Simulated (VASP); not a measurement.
# Pd (Fm-3m) in VASP: further runs

The runs below take Pd through single point, with PBEsol+D3(BJ), PBE+D3(BJ).

All numbers are computed with VASP 6.6.1; they aren't measurements. Logs are shortened: lines on timing, memory, paths and dates and some standing lists are left out, and cuts for length are marked.

### 1 The cell of the first run

Symmetry: Fm-3m, No. 225, cubic system. Conventional cell: a = 3.831 Å, b = 3.831 Å, c = 3.831 Å, α = 90.00°, β = 90.00°, γ = 90.00°. Pd (site symmetry m-3m) has 12 Pd at 2.71 Å within 3.6 Å.

### 2 Single point, PBEsol+D3(BJ)

INCAR

```
SYSTEM = Pd
ALGO = Normal
EDIFF = 1E-6
ENCUT = 520
GGA = PS
ISIF = 2
ISMEAR = -1
IVDW = 12
LASPH = .TRUE.
LCHARG = .FALSE.
LREAL = .FALSE.
LWAVE = .FALSE.
NBANDS = 11
NELM = 100
PREC = Accurate
SIGMA = 0.05
```

KPOINTS

```
k-points
0
G
  12 12 12
  0 0 0
```

POSCAR

```
Pd
1.0
    0.0000000000      1.9152710461      1.9152710461
    1.9152710461      0.0000000000      1.9152710461
    1.9152710461      1.9152710461      0.0000000000
Pd
1
Direct
    0.0000000000      0.0000000000      0.0000000000
```

Potentials or basis: VASP PAW PBE potentials, release 64 (Pd).

Run with:

```
$ cat potpaw_PBE.64/Pd/POTCAR > POTCAR
$ mpirun -np 1 vasp_std > vasp.out
```

OUTCAR:

```text
SYSTEM = Pd
   EDIFF = 1E-6
   ENCUT = 520
   GGA = PS
   ISIF = 2
   ISMEAR = -1
   IVDW = 12
   LASPH = .TRUE.
   LREAL = .FALSE.
   NELM = 100
   PREC = Accurate
 IVDW          = 12

 ion  position               nearest neighbor table
   1  0.000  0.000  0.000-

  LATTYP: Found a face centered cubic cell.
 ALAT       =     3.8305420922

  Lattice vectors:

 A1 = (   0.0000000000,   1.9152710461,   1.9152710461)
 A2 = (   1.9152710461,   0.0000000000,   1.9152710461)
 A3 = (   1.9152710461,   1.9152710461,   0.0000000000)

Analysis of symmetry for initial positions (statically):
[... 33 lines left out ...]
                                     Primitive cell

  volume of cell :      14.0514

  direct lattice vectors                    reciprocal lattice vectors
     0.000000000  1.915271046  1.915271046    -0.261059656  0.261059656  0.261059656
     1.915271046  0.000000000  1.915271046     0.261059656 -0.261059656  0.261059656
     1.915271046  1.915271046  0.000000000     0.261059656  0.261059656 -0.261059656

  length of vectors
     2.708602289  2.708602289  2.708602289     0.452168588  0.452168588  0.452168588

  position of ions in fractional coordinates (direct lattice)
     0.000000000  0.000000000  0.000000000

  ion indices of the primitive-cell ions
   primitive index   ion index
                 1           1

----------------------------------------------------------------------------------------

 KPOINTS: k-points

Automatic generation of k-mesh.
 Grid dimensions read from file:
 generate k-points for:   12   12   12

 Generating k-lattice:

  Cartesian coordinates                     Fractional coordinates (reciprocal lattice)
    -0.021754971  0.021754971  0.021754971     0.083333333  0.000000000  0.000000000
     0.021754971 -0.021754971  0.021754971     0.000000000  0.083333333  0.000000000
     0.021754971  0.021754971 -0.021754971     0.000000000  0.000000000  0.083333333

  Length of vectors
     0.037680716  0.037680716  0.037680716

  Shift w.r.t. Gamma in fractional coordinates (k-lattice)
     0.000000000  0.000000000  0.000000000

 Subroutine IBZKPT returns following result:
 ===========================================

 Found     72 irreducible k-points:

 Following reciprocal coordinates:
            Coordinates               Weight
  0.000000  0.000000  0.000000      1.000000
  0.083333  0.000000  0.000000      8.000000
  0.166667  0.000000  0.000000      8.000000
  0.250000  0.000000  0.000000      8.000000
  0.333333  0.000000  0.000000      8.000000
  0.416667  0.000000  0.000000      8.000000
[... 16 lines left out ...]
  0.500000  0.166667  0.000000     24.000000
 -0.416667  0.166667  0.000000     24.000000
 [... further k-points ...]
   k-points           NKPTS =     72   k-points in BZ     NKDIM =     72   number of bands    NBANDS=     11
   number of dos      NEDOS =    301   number of ions     NIONS =      1
   total plane-waves  NPLWV =   8000
   dimension x,y,z NGX =    20 NGY =   20 NGZ =   20
   dimension x,y,z NGXF=    40 NGYF=   40 NGZF=   40
   ions per type =               1
   NGX,Y,Z   is equivalent  to a cutoff of  12.28, 12.28, 12.28 a.u.
   NGXF,Y,Z  is equivalent  to a cutoff of  24.55, 24.55, 24.55 a.u.
 SYSTEM =  Pd
   PREC   = accura    normal or accurate (medium, high low for compatibility)
   ISTART =      0    job   : 0-new  1-cont  2-samecut
   ICHARG =      2    charge: 1-file 2-atom 10-const
   ISPIN  =      1    spin polarized calculation?
   LNONCOLLINEAR =      F non collinear calculations
   LSORBIT =      F    spin-orbit coupling
   LASPH  =      T    aspherical Exc in radial PAW
   ENCUT  =  520.0 eV  38.22 Ry    6.18 a.u.   5.04  5.04  5.04*2*pi/ulx,y,z
   NELM   =    100;   NELMIN=  2; NELMDL= -5     # of ELM steps
   EDIFF  = 0.1E-05   stopping-criterion for ELM
   LREAL  =      F    real-space projection
   EDIFFG = 0.1E-04   stopping-criterion for IOM
   NSW    =      0    number of steps for IOM
   IBRION =     -1    ionic relax: 0-MD 1-quasi-New 2-CG
   NFREE  =      0    steps in history (QN), initial steepest desc. (CG)
   ISIF   =      2    stress and relaxation
   ISYM   =      2    0-nonsym 1-usesym 2-fastsym
   POTIM  = 0.5000    time-step for ionic-motion
   TEBEG  =    0.0;   TEEND  =   0.0 temperature during run
   PSTRESS=    0.0 pullay stress
   NELECT =      10.0000    total number of electrons
   NUPDOWN=      -1.0000    fix difference up-down
   EMIN   =  10.00;   EMAX   =-10.00  energy-range for DOS
   EFERMI =   0.00;   METHOD = LEGACY
   ISMEAR =    -1;   SIGMA  =   0.05  broadening in eV -4-tet -1-fermi 0-gaus
   EFERMI_NEDOS =   21; number of points for ismear=-14 and -15
   IALGO  =     38    algorithm
   IMIX   =      4    mixing-type and parameters
     AMIX     =   0.40;   BMIX     =  1.00
     AMIX_MAG =   1.60;   BMIX_MAG =  1.00
  volume/ion in A,a.u.               =      14.05        94.82
  Fermi-wavevector in a.u.,A,eV,Ry     =   1.461620  2.762062 29.066590  2.136334
  Thomas-Fermi vector in A             =   2.577930
   LORBIT       =      0    0 simple, 1 ext, 2 COOP (PROOUT), +10 PAW based schemes
   GGA     = PS    functional components
   LHFCALC =     F    Hartree Fock is set to
   AEXX    =    0.0000 exact exchange contribution
   IVDW    =    12    specifies the selected vdW correction
   LEPSILON=     F    determine dielectric tensor
   LRPA    =     F    only Hartree local field effects (RPA)
 non-spin polarized calculation
  energy-cutoff  :      520.00
  volume of cell :       14.05
 maximum number of plane-waves:       388
   NGX =  9   NGY =  9   NGZ =  9

 number of electron      10.0000005 magnetization

 Free energy of the ion-electron system (eV)
  ---------------------------------------------------
  ext. energy  EPLUGINS =         0.00000000
  ---------------------------------------------------
  free energy    TOTEN  =        -5.96521527 eV

  energy without entropy =       -5.94698443  energy(sigma->0) =       -5.95609985

 E-fermi :  10.4343     XC(G=0): -13.6867

 val. band max:       10.4309875779   @ k =   0.4167   0.2500   0.0000
 cond. band min:      10.4357182439   @ k =   0.5000   0.0000   0.0000
 fundamental gap:      0.0047306660
 Fermi energy:        10.4342721537

 k-point     1 :       0.0000    0.0000    0.0000
  band No.  band energies     occupation
      1       2.8389      2.00000
      2       7.3661      2.00000
      3       7.3661      2.00000
      4       7.3661      2.00000
      5       9.1330      2.00000
      6       9.1330      2.00000
      7      27.6018      0.00000
      8      32.6537      0.00000
      9      32.6537      0.00000
     10      32.6537      0.00000
     11      36.3409      0.00000

 k-point     2 :       0.0833    0.0000    0.0000
  band No.  band energies     occupation
      1       3.1002      2.00000
      2       7.2710      2.00000
      3       7.4576      2.00000
      4       7.4576      2.00000
      5       9.0892      2.00000
      6       9.0892      2.00000
      7      27.8951      0.00000
      8      31.1524      0.00000
      9      32.9761      0.00000
     10      32.9761      0.00000
     11      36.3833      0.00000

 k-point     3 :       0.1667    0.0000    0.0000
  band No.  band energies     occupation
      1       3.8048      2.00000
      2       7.1053      2.00000
      3       7.6437      2.00000
      4       7.6437      2.00000
      5       9.0574      2.00000
      6       9.0574      2.00000
      7      27.9782      0.00000
      8      29.0175      0.00000
      9      33.8327      0.00000
     10      33.8327      0.00000
     11      36.4554      0.00000

 k-point     4 :       0.2500    0.0000    0.0000
  band No.  band energies     occupation
      1       4.5818      2.00000
      2       7.3141      2.00000
      3       7.6841      2.00000
      4       7.6841      2.00000
      5       9.2865      2.00000
      6       9.2865      2.00000
      7      25.3286      0.00000
      8      28.7690      0.00000
      9      34.6726      0.00000
     10      34.6726      0.00000
     11      36.3288      0.00000

 k-point     5 :       0.3333    0.0000    0.0000
  band No.  band energies     occupation
      1       4.8405      2.00000
      2       7.5371      2.00000
      3       7.5371      2.00000
      4       8.4996      2.00000
      5       9.7793      2.00000
      6       9.7793      2.00000
      7      22.2704      0.00000
      8      27.9827      0.00000
      9      33.8065      0.00000
     10      33.8065      0.00000
     11      36.9829      0.00000
[... 211 lines left out ...]
 k-point    21 :       0.3333    0.1667    0.0000
  band No.  band energies     occupation
      1       5.3284      2.00000
      2       6.4871      2.00000
      3       7.5578      2.00000
      4       8.2817      2.00000
      5       9.9803      1.99977
      6      10.0118      1.99957
      7      24.7971      0.00000
      8      28.9302      0.00000
      9      29.8353      0.00000
     10      32.0036      0.00000
     11      36.2749      0.00000

 k-point    22 :       0.4167    0.1667    0.0000
  band No.  band energies     occupation
      1       5.3559      2.00000
      2       6.8951      2.00000
      3       7.5414      2.00000
      4       8.1317      2.00000
      5      10.3884      1.42892
      6      11.6454      0.00000
      7      21.5890      0.00000
      8      27.9189      0.00000
      9      29.4635      0.00000
     10      31.2600      0.00000
     11      36.4034      0.00000

 k-point    23 :       0.5000    0.1667    0.0000
  band No.  band energies     occupation
      1       5.3157      2.00000
      2       6.8354      2.00000
      3       7.9735      2.00000
      4       8.1049      2.00000
      5      10.4826      0.55107
      6      13.5613      0.00000
      7      18.8509      0.00000
      8      27.0930      0.00000
      9      29.7177      0.00000
     10      30.1934      0.00000
     11      36.4081      0.00000

 k-point    24 :      -0.4167    0.1667    0.0000
  band No.  band energies     occupation
      1       5.3721      2.00000
      2       6.8440      2.00000
      3       7.8985      2.00000
      4       8.3221      2.00000
      5      10.1852      1.98636
      6      14.1247      0.00000
      7      18.3571      0.00000
      8      26.5687      0.00000
      9      29.5923      0.00000
     10      30.8117      0.00000
     11      36.4042      0.00000

 [... further k-points ...]

------------------------ aborting loop because EDIFF is reached ----------------------------------------

 Edisp (eV)   -0.65311

 E8    (eV) :    -0.4360

  FORCE on cell =-STRESS in cart. coord.  units (eV):
  Direction    XX          YY          ZZ          XY          YZ          ZX
  --------------------------------------------------------------------------------------
  -------------------------------------------------------------------------------------
  Total      -0.03176    -0.03176    -0.03176     0.00000     0.00000     0.00000
  in kB      -3.62149    -3.62149    -3.62149     0.00000     0.00000     0.00000
  external pressure =       -3.62 kB  Pullay stress =        0.00 kB

 VOLUME and BASIS-vectors are now :
 -----------------------------------------------------------------------------
  energy-cutoff  :      520.00
  volume of cell :       14.05
      direct lattice vectors                 reciprocal lattice vectors
     0.000000000  1.915271046  1.915271046    -0.261059656  0.261059656  0.261059656
     1.915271046  0.000000000  1.915271046     0.261059656 -0.261059656  0.261059656
     1.915271046  1.915271046  0.000000000     0.261059656  0.261059656 -0.261059656

 POSITION                                       TOTAL-FORCE (eV/Angst)
 -----------------------------------------------------------------------------------
      0.00000      0.00000      0.00000         0.000000      0.000000      0.000000
 -----------------------------------------------------------------------------------
    total drift:                                0.000000     -0.000000      0.000000

  FREE ENERGIE OF THE ION-ELECTRON SYSTEM (eV)
  ---------------------------------------------------
  free  energy   TOTEN  =        -6.6183216909 eV

  energy  without entropy=       -6.6000908495  energy(sigma->0) =       -6.60920627
```

Wall time 9.7 s (1 thread of Intel Xeon Platinum 8488C (Sapphire Rapids), shared host); peak memory 0.14 GiB.

Results:

| Item | Value |
| --- | --- |
| Free energy | -6.6183 eV |
| Pressure | -0.4 GPa |
| Band gap on the k mesh | zero (band 5 reaches 10.78 eV, above the bottom of band 6 at 9.06 eV) |
| Dispersion energy per atom | -0.653 eV |

Levels at points of the mesh, in eV from the Fermi level:
| k point | band 2 | band 3 | band 4 | band 5 | band 6 | band 7 | band 8 | band 9 |
| --- | --- | --- | --- | --- | --- | --- | --- | --- |
| (0.00, 0.00, 0.00) | -3.07 | -3.07 | -3.07 | -1.30 | -1.30 | 17.17 | 22.22 | 22.22 |
| (0.50, 0.00, 0.00) | -3.12 | -3.12 | 0.00 | 0.00 | 0.84 | 7.69 | 16.54 | 21.51 |
| (0.50, 0.50, 0.00) | -5.52 | -0.02 | 0.34 | 0.34 | 3.28 | 11.26 | 13.41 | 13.41 |

Caveat: the PAW data sets were made with another functional, which shifts forces and pressure a little; pairwise dispersion overbinds metals, which lowers pressure and volume.

### 3 Single point, PBE+D3(BJ)

This run uses another cell than the first one, of 14.75 Å³/atom, 1.050 times its volume.

INCAR

```
  ALGO = Normal
  EDIFF = 1E-6
  ENCUT = 520
  GGA = PE
  ISIF = 2
  ISMEAR = 1
  IVDW = 12
  LASPH = T
  LCHARG = F
  LREAL = F
  LWAVE = F
  NBANDS = 11
  NELM = 100
  PREC = Accurate
  SIGMA = 0.01
```

KPOINTS

```
k-points
0
Gamma
  12 12 12
```

POSCAR

```
Pd
1.0
    0.0000000000      1.9465000000      1.9465000000
    1.9465000000      0.0000000000      1.9465000000
    1.9465000000      1.9465000000      0.0000000000
Pd
1
Direct
    0.0000000000      0.0000000000      0.0000000000
```

Potentials or basis: VASP PAW PBE potentials, release 64 (Pd).

Run with:

```
$ cat potpaw_PBE.64/Pd/POTCAR > POTCAR
$ mpirun -np 1 vasp_std > vasp.out
```

OUTCAR:

```text
EDIFF = 1E-6
   ENCUT = 520
   GGA = PE
   ISIF = 2
   ISMEAR = 1
   IVDW = 12
   LASPH = T
   LREAL = F
   NELM = 100
   PREC = Accurate
 IVDW          = 12

 ion  position               nearest neighbor table
   1  0.000  0.000  0.000-

  LATTYP: Found a face centered cubic cell.
 ALAT       =     3.8930000000

  Lattice vectors:

 A1 = (   0.0000000000,   1.9465000000,   1.9465000000)
 A2 = (   1.9465000000,   0.0000000000,   1.9465000000)
 A3 = (   1.9465000000,   1.9465000000,   0.0000000000)

Analysis of symmetry for initial positions (statically):
[... 33 lines left out ...]
                                     Primitive cell

  volume of cell :      14.7500

  direct lattice vectors                    reciprocal lattice vectors
     0.000000000  1.946500000  1.946500000    -0.256871307  0.256871307  0.256871307
     1.946500000  0.000000000  1.946500000     0.256871307 -0.256871307  0.256871307
     1.946500000  1.946500000  0.000000000     0.256871307  0.256871307 -0.256871307

  length of vectors
     2.752766699  2.752766699  2.752766699     0.444914156  0.444914156  0.444914156

  position of ions in fractional coordinates (direct lattice)
     0.000000000  0.000000000  0.000000000

  ion indices of the primitive-cell ions
[... 132 lines left out ...]
  band No.  band energies     occupation
      1       2.6436      2.00000
      2       6.9352      2.00000
      3       6.9352      2.00000
      4       6.9352      2.00000
      5       8.5487      2.00000
      6       8.5487      2.00000
      7      26.9739      0.00000
      8      31.7560      0.00000
      9      31.7560      0.00000
     10      31.7560      0.00000
     11      35.9839      0.00000
[... 309 lines left out ...]
 k-point    24 :      -0.4167    0.1667    0.0000
  band No.  band energies     occupation
      1       5.0916      2.00000
      2       6.4628      2.00000
      3       7.4270      2.00000
      4       7.8481      2.00000
      5       9.5224      2.00000
      6      13.4004      0.00000
      7      17.3723      0.00000
      8      25.6205      0.00000
      9      28.6579      0.00000
     10      29.6808      0.00000
     11      36.0640      0.00000

 [... further k-points ...]

------------------------ aborting loop because EDIFF is reached ----------------------------------------

 Edisp (eV)   -0.66810

 E8    (eV) :    -0.2953

  FORCE on cell =-STRESS in cart. coord.  units (eV):
  Direction    XX          YY          ZZ          XY          YZ          ZX
  --------------------------------------------------------------------------------------
  -------------------------------------------------------------------------------------
  Total      -0.09178    -0.09178    -0.09178     0.00000     0.00000     0.00000
  in kB      -9.96930    -9.96930    -9.96930     0.00000     0.00000     0.00000
  external pressure =       -9.97 kB  Pullay stress =        0.00 kB

 VOLUME and BASIS-vectors are now :
 -----------------------------------------------------------------------------
  energy-cutoff  :      520.00
  volume of cell :       14.75
      direct lattice vectors                 reciprocal lattice vectors
     0.000000000  1.946500000  1.946500000    -0.256871307  0.256871307  0.256871307
     1.946500000  0.000000000  1.946500000     0.256871307 -0.256871307  0.256871307
     1.946500000  1.946500000  0.000000000     0.256871307  0.256871307 -0.256871307

 POSITION                                       TOTAL-FORCE (eV/Angst)
 -----------------------------------------------------------------------------------
      0.00000      0.00000      0.00000         0.000000      0.000000      0.000000
 -----------------------------------------------------------------------------------
    total drift:                                0.000000      0.000000      0.000000

  FREE ENERGIE OF THE ION-ELECTRON SYSTEM (eV)
  ---------------------------------------------------
  free  energy   TOTEN  =        -5.8750920610 eV

  energy  without entropy=       -5.8749665868  energy(sigma->0) =       -5.87505024
```

OSZICAR:

```text
N       E                     dE             d eps       ncg     rms          rms(c)
DAV:   1     0.414676686191E+02    0.41468E+02   -0.51259E+03  1592   0.849E+02
DAV:   2    -0.496334198470E+01   -0.46431E+02   -0.45050E+02  1734   0.180E+02
DAV:   3    -0.549115962713E+01   -0.52782E+00   -0.52661E+00  1916   0.210E+01
DAV:   4    -0.549330234768E+01   -0.21427E-02   -0.21425E-02  1914   0.139E+00
DAV:   5    -0.549332356585E+01   -0.21218E-04   -0.21218E-04  2068   0.124E-01    0.775E+00
DAV:   6    -0.522184390746E+01    0.27148E+00   -0.10607E+00  1953   0.847E+00    0.377E+00
DAV:   7    -0.521064862809E+01    0.11195E-01   -0.29053E-02  2071   0.118E+00    0.194E+00
DAV:   8    -0.520726825998E+01    0.33804E-02   -0.49344E-03  1886   0.660E-01    0.200E-01
DAV:   9    -0.520698745424E+01    0.28081E-03   -0.13315E-03  1998   0.307E-01    0.213E-02
DAV:  10    -0.520699466368E+01   -0.72094E-05   -0.78347E-06  2147   0.190E-02    0.101E-02
DAV:  11    -0.520699345960E+01    0.12041E-05   -0.28716E-06  1391   0.138E-02    0.546E-04
DAV:  12    -0.520699342734E+01    0.32254E-07   -0.51331E-08  1275   0.225E-03
   1 F= -.58750921E+01 E0= -.58750502E+01  d E =-.125474E-03
```

Run time: 8.4 s. Hardware: 1 thread of Intel Xeon Platinum 8488C (Sapphire Rapids), shared host; peak memory 0.14 GiB.

What came out:

```
Free energy                : -5.8751 eV
Pressure                   : -1.0 GPa
Band gap on the k mesh     : zero (band 5 reaches 10.06 eV, above the bottom of band 6 at 8.48 eV)
Dispersion energy per atom : -0.668 eV
```

Caveat: pairwise dispersion overbinds metals, which lowers pressure and volume.
